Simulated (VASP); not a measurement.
# SiO2 (I-42d) in VASP: a series of runs

SiO2 is run at these levels: PBE; tasks: single point.

Program: VASP 6.6.1. These are calculated values, not measurements. Logs are shortened: lines on timing, memory, paths and dates and some standing lists are left out, and cuts for length are marked.

### 1 The cell of the first run

The structure is tetragonal, space group I-42d (No. 122). The conventional cell has a = 4.748 Å, b = 4.748 Å, c = 7.338 Å, α = 90.00°, β = 90.00°, γ = 90.00°. Si (site symmetry -4) has 4 O at 1.61 Å within 2.1 Å. O (site symmetry 2) has 2 Si at 1.61 Å within 2.1 Å.

### 2 Single point, PBE (zz strain of -2 %)

File INCAR:

```
SYSTEM = SiO2
ALGO = Normal
EDIFF = 1E-6
ENCUT = 520
GGA = PE
ISIF = 2
ISMEAR = -1
LASPH = .TRUE.
LCHARG = .FALSE.
LREAL = .FALSE.
LWAVE = .FALSE.
NBANDS = 25
NELM = 80
PREC = Accurate
SIGMA = 0.03
```

File KPOINTS:

```
k-points
0
G
  7 7 7
  0 0 0
```

File POSCAR:

```
SiO2
1.0
   -2.3740500000      2.3740500000      3.6691200000
    2.3740500000     -2.3740500000      3.6691200000
    2.3740500000      2.3740500000     -3.6691200000
Si O
2 4
Direct
    0.0000000000      0.0000000000      0.0000000000
    0.7500000000      0.2500000000      0.5000000000
    0.9983800000      0.6250000000      0.8733800000
    0.3750000000      0.2483800000      0.3733800000
    0.7516200000      0.1250000000      0.1266200000
    0.8750000000      0.0016200000      0.6266200000
```

Potentials or basis: VASP PAW PBE potentials, release 64 (Si, O).

Launch:

```console
$ cat potpaw_PBE.64/Si/POTCAR potpaw_PBE.64/O/POTCAR > POTCAR
$ mpirun -np 1 vasp_std > vasp.out
```

OUTCAR:

```text
SYSTEM = SiO2
   EDIFF = 1E-6
   ENCUT = 520
   GGA = PE
   ISIF = 2
   ISMEAR = -1
   LASPH = .TRUE.
   LREAL = .FALSE.
   NELM = 80
   PREC = Accurate

 ion  position               nearest neighbor table
   1  0.000  0.000  0.000-   3 1.61   4 1.61   5 1.61   6 1.61   2 3.00   2 3.00   2 3.00   2 3.00

   2  0.750  0.250  0.500-   3 1.61   4 1.61   6 1.61   5 1.61   1 3.00   1 3.00   1 3.00   1 3.00

   3  0.998  0.625  0.873-   1 1.61   2 1.61
   4  0.375  0.248  0.373-   1 1.61   2 1.61
   5  0.752  0.125  0.127-   1 1.61   2 1.61
   6  0.875  0.002  0.627-   2 1.61   1 1.61

  LATTYP: Found a body centered tetragonal cell.
 ALAT       =     4.7481000000
 C/A-ratio  =     1.5455108359

  Lattice vectors:

 A1 = (  -2.3740500000,   2.3740500000,   3.6691200000)
 A2 = (   2.3740500000,  -2.3740500000,   3.6691200000)
 A3 = (   2.3740500000,   2.3740500000,  -3.6691200000)

Analysis of symmetry for initial positions (statically):
=====================================================================
 Subroutine PRICEL returns:
 Original cell was already a primitive cell.

 Routine SETGRP: Setting up the symmetry group for a
 body centered tetragonal supercell.

 Subroutine GETGRP returns: Found  8 space group operations
 (whereof  4 operations were pure point group operations)
 out of a pool of 16 trial point group operations.

The static configuration has the point symmetry S_4 .
 The point group associated with its full space group is D_2d.

Analysis of symmetry for dynamics (positions and initial velocities):
=====================================================================
 Subroutine PRICEL returns:
 Original cell was already a primitive cell.

 Routine SETGRP: Setting up the symmetry group for a
 body centered tetragonal supercell.

 Subroutine GETGRP returns: Found  8 space group operations
 (whereof  4 operations were pure point group operations)
 out of a pool of 16 trial point group operations.

The dynamic configuration has the point symmetry S_4 .
 The point group associated with its full space group is D_2d.

 Subroutine INISYM returns: Found  8 space group operations
 (whereof  4 operations are pure point group operations),
 and found     1 'primitive' translations

----------------------------------------------------------------------------------------

                                     Primitive cell

  volume of cell :      82.7183

  direct lattice vectors                    reciprocal lattice vectors
[... 98 lines left out ...]
   NSW    =      0    number of steps for IOM
   IBRION =     -1    ionic relax: 0-MD 1-quasi-New 2-CG
   NFREE  =      0    steps in history (QN), initial steepest desc. (CG)
   ISIF   =      2    stress and relaxation
   ISYM   =      2    0-nonsym 1-usesym 2-fastsym
   POTIM  = 0.5000    time-step for ionic-motion
   TEBEG  =    0.0;   TEEND  =   0.0 temperature during run
   PSTRESS=    0.0 pullay stress
   NELECT =      32.0000    total number of electrons
   NUPDOWN=      -1.0000    fix difference up-down
   EMIN   =  10.00;   EMAX   =-10.00  energy-range for DOS
   EFERMI =   0.00;   METHOD = LEGACY
   ISMEAR =    -1;   SIGMA  =   0.03  broadening in eV -4-tet -1-fermi 0-gaus
   EFERMI_NEDOS =   21; number of points for ismear=-14 and -15
   IALGO  =     38    algorithm
   IMIX   =      4    mixing-type and parameters
     AMIX     =   0.40;   BMIX     =  1.00
     AMIX_MAG =   1.60;   BMIX_MAG =  1.00
  volume/ion in A,a.u.               =      13.79        93.04
  Fermi-wavevector in a.u.,A,eV,Ry     =   1.192864  2.254186 19.360065  1.422925
  Thomas-Fermi vector in A             =   2.328892
   LORBIT       =      0    0 simple, 1 ext, 2 COOP (PROOUT), +10 PAW based schemes
   GGA     = PE    functional components
   LHFCALC =     F    Hartree Fock is set to
   AEXX    =    0.0000 exact exchange contribution
   IVDW    =     0    specifies the selected vdW correction
   LEPSILON=     F    determine dielectric tensor
   LRPA    =     F    only Hartree local field effects (RPA)
 non-spin polarized calculation
  energy-cutoff  :      520.00
  volume of cell :       82.72
 maximum number of plane-waves:      2244
 NGX is ok and might be reduce to    40
   NGX = 19   NGY = 19   NGZ = 19

 number of electron      32.0000003 magnetization

 Free energy of the ion-electron system (eV)
  ---------------------------------------------------
  ext. energy  EPLUGINS =         0.00000000
  ---------------------------------------------------
  free energy    TOTEN  =       -47.33955791 eV

  energy without entropy =      -47.33955791  energy(sigma->0) =      -47.33955791

 E-fermi :   0.7295     XC(G=0):  -8.6283

 val. band max:       -0.0092966926   @ k =   0.0000   0.0000   0.0000
 cond. band min:       6.1977898386   @ k =   0.0000   0.0000   0.0000
 fundamental gap:      6.2070865313
 Fermi energy:         0.7294799066

 k-point     1 :       0.0000    0.0000    0.0000
  band No.  band energies     occupation
      1     -19.2016      2.00000
      2     -17.0286      2.00000
      3     -17.0286      2.00000
      4     -16.9918      2.00000
      5      -8.8112      2.00000
      6      -5.3288      2.00000
[... 661 lines left out ...]
     24      13.1090      0.00000
     25      13.4221      0.00000

 [... further k-points ...]

------------------------ aborting loop because EDIFF is reached ----------------------------------------

  FORCE on cell =-STRESS in cart. coord.  units (eV):
  Direction    XX          YY          ZZ          XY          YZ          ZX
  --------------------------------------------------------------------------------------
  -------------------------------------------------------------------------------------
  Total        3.9829065      3.9829065      3.5828459      0.0000000      0.0000000      0.0000000
  in kB       77.1452271     77.1452271     69.3964222      0.0000000      0.0000000      0.0000000
  external PRESSURE =      74.5622921 kB  Pullay stress =       0.0000000 kB

 VOLUME and BASIS-vectors are now :
 -----------------------------------------------------------------------------
  energy-cutoff  :      520.00
  volume of cell :       82.72
      direct lattice vectors                 reciprocal lattice vectors
    -2.374050000  2.374050000  3.669120000     0.000000000  0.210610560  0.136272458
     2.374050000 -2.374050000  3.669120000     0.210610560  0.000000000  0.136272458
     2.374050000  2.374050000 -3.669120000     0.210610560  0.210610560  0.000000000

 POSITION                                       TOTAL-FORCE (eV/Angst)
 -----------------------------------------------------------------------------------
      0.00000      0.00000      0.00000         0.000000      0.000000      0.000000
      0.00000      2.37405      1.83456        -0.000000     -0.000000      0.000000
      1.18702      2.95987      2.75184         0.000000      0.376868      0.000000
      0.58582      1.18702      0.91728         0.376868      0.000000      0.000000
     -1.18702      1.78823      2.75184         0.000000     -0.376868     -0.000000
     -0.58582      3.56107      0.91728        -0.376868      0.000000     -0.000000
 -----------------------------------------------------------------------------------
    total drift:                                0.000001      0.000001      0.000002

  FREE ENERGIE OF THE ION-ELECTRON SYSTEM (eV)
  ---------------------------------------------------
  free  energy   TOTEN  =       -47.3395579101 eV

  energy  without entropy=      -47.3395579101  energy(sigma->0) =      -47.33955791
```

Run time: 34 s. Hardware: 1 thread of Intel Xeon 6975P-C (Granite Rapids), shared host; peak memory 0.25 GiB.

What came out:

```yaml
Free_energy: -47.3396 eV
Pressure: 7.5 GPa
Largest_force: 0.377 eV/Å
Band_gap_on_the_k_mesh: 6.21 eV, direct
```

Forces on the atoms (eV/Å):
```
Si   0.000  0.000  0.000
Si   0.000  0.000  0.000
O    0.000  0.377  0.000
O    0.377  0.000  0.000
O    0.000 -0.377  0.000
O   -0.377  0.000  0.000
```

Stress tensor (GPa, compression positive):
```
7.71 0.00 0.00
0.00 7.71 0.00
0.00 0.00 6.94
```

Levels at points of the mesh, in eV from the valence-band top:
```tsv
k point	band 13	band 14	band 15	band 16	band 17	band 18	band 19	band 20
(0.00, 0.00, 0.00)	-1.31	-0.99	0.00	0.00	6.21	8.82	11.60	11.60
```

Caveat: the cell differs from its parent crystal (zz strain of -2 %). A k mesh can miss the band edges.

### 3 Single point, PBE (zz strain of +1 %)

File INCAR:

```
  PREC = Accurate
  ENCUT = 520
  EDIFF = 1E-7
  ISMEAR = -1
  SIGMA = 0.03
  LREAL = F
  LASPH = T
  NELM = 80
  ALGO = Normal
  ISIF = 2
  LWAVE = F
  LCHARG = F
  GGA = PE
  NBANDS = 25
```

File KPOINTS:

```
Automatic mesh
0
Gamma
  7 7 7
```

Changes to POSCAR since step 2:

```diff
@@ -2,5 +2,5 @@
 1.0
-   -2.3740500000      2.3740500000      3.6691200000
-    2.3740500000     -2.3740500000      3.6691200000
-    2.3740500000      2.3740500000     -3.6691200000
+   -2.3740500000      2.3740500000      3.7814400000
+    2.3740500000     -2.3740500000      3.7814400000
+    2.3740500000      2.3740500000     -3.7814400000
 Si O
```

Potentials or basis: VASP PAW PBE potentials, release 64 (Si, O).

Launch:

```console
$ cat potpaw_PBE.64/Si/POTCAR potpaw_PBE.64/O/POTCAR > POTCAR
$ mpirun -np 1 vasp_std > vasp.out
```

Wall time 37 s (1 thread of Intel Xeon 6975P-C (Granite Rapids), shared host); peak memory 0.25 GiB.

Results (log left out):

| Property | Result |
| --- | --- |
| Free energy | -47.3990 eV |
| Pressure | 1.9 GPa |
| Largest force | 0.019 eV/Å |
| Band gap on the k mesh | 5.95 eV, direct |

Forces on the atoms (eV/Å):
```
Si   0.000  0.000  0.000
Si   0.000  0.000  0.000
O    0.000  0.019  0.000
O    0.019  0.000  0.000
O    0.000 -0.019  0.000
O   -0.019  0.000  0.000
```

Stress tensor (GPa, compression positive):
```
2.75 0.00 0.00
0.00 2.75 0.00
0.00 0.00 0.24
```

Levels at points of the mesh, in eV from the valence-band top:
```csv
k point,band 14,band 15,band 16,band 17,band 18,band 19
"(0.00, 0.00, 0.00)",-1.05,0.00,0.00,5.95,8.66,11.19
```

Caveat: the cell differs from its parent crystal (zz strain of +1 %). A k mesh can miss the band edges.

### 4 Single point, PBE (zz strain of +3 %)

File INCAR:

```
SYSTEM = SiO2
  PREC = Accurate
  ENCUT = 520
  EDIFF = 1E-7
  ISMEAR = -1
  SIGMA = 0.03
  LREAL = .FALSE.
  LASPH = .TRUE.
  NELM = 60
  ALGO = Normal
  ISIF = 2
  LWAVE = .FALSE.
  LCHARG = .TRUE.
  GGA = PE
  LELF = .TRUE.
  LVHAR = .TRUE.
  NBANDS = 25
```

File KPOINTS:

```
Automatic mesh
0
G
  7 7 7
  0 0 0
```

Changes to POSCAR since step 3:

```diff
@@ -2,5 +2,5 @@
 1.0
-   -2.3740500000      2.3740500000      3.7814400000
-    2.3740500000     -2.3740500000      3.7814400000
-    2.3740500000      2.3740500000     -3.7814400000
+   -2.3740500000      2.3740500000      3.8563200000
+    2.3740500000     -2.3740500000      3.8563200000
+    2.3740500000      2.3740500000     -3.8563200000
 Si O
```

Launch:

```console
$ cat potpaw_PBE.64/Si/POTCAR potpaw_PBE.64/O/POTCAR > POTCAR
$ mpirun -np 1 vasp_std > vasp.out
```

It took 40 s on 1 thread of Intel Xeon 6975P-C (Granite Rapids), shared host; peak memory 0.26 GiB.

Results (log left out):

```
Free energy            : -47.3809 eV
Pressure               : -1.4 GPa
Largest force          : 0.195 eV/Å
Band gap on the k mesh : 5.77 eV, direct
```

Forces on the atoms (eV/Å):
```
Si   0.000  0.000  0.000
Si   0.000  0.000  0.000
O    0.000 -0.195  0.000
O   -0.195  0.000  0.000
O    0.000  0.195  0.000
O    0.195  0.000  0.000
```

Stress tensor (GPa, compression positive):
```
-0.11  0.00  0.00
 0.00 -0.11  0.00
 0.00  0.00 -4.04
```

Levels at points of the mesh, in eV from the valence-band top:
```csv
k point,band 13,band 14,band 15,band 16,band 17,band 18,band 19,band 20
"(0.00, 0.00, 0.00)",-1.33,-1.10,0.00,0.00,5.77,8.55,10.91,10.91
```

Caveat: the cell differs from its parent crystal (zz strain of +3 %). A k mesh can miss the band edges.

### 5 Overview

```csv
cell,gap on the mesh (eV),pressure (GPa),largest force (eV/Å)
"a = 4.973 Å, angles 123.0, 123.0, 84.9°, 6 atoms",6.21,7.5,0.38
"a = 5.057 Å, angles 124.0, 124.0, 83.2°, 6 atoms",5.95,1.9,0.02
"a = 5.113 Å, angles 124.7, 124.7, 82.1°, 6 atoms",5.77,-1.4,0.19
```

Alike in all rows: task single point; level PBE; potentials or basis VASP PAW PBE potentials, release 64 (Si, O); no spin polarisation; k mesh 7 × 7 × 7; cutoff (eV) 520; smearing fermi-dirac 0.03 eV.

Total energies depend on the potentials used, so only differences within one code and one set of settings carry meaning.
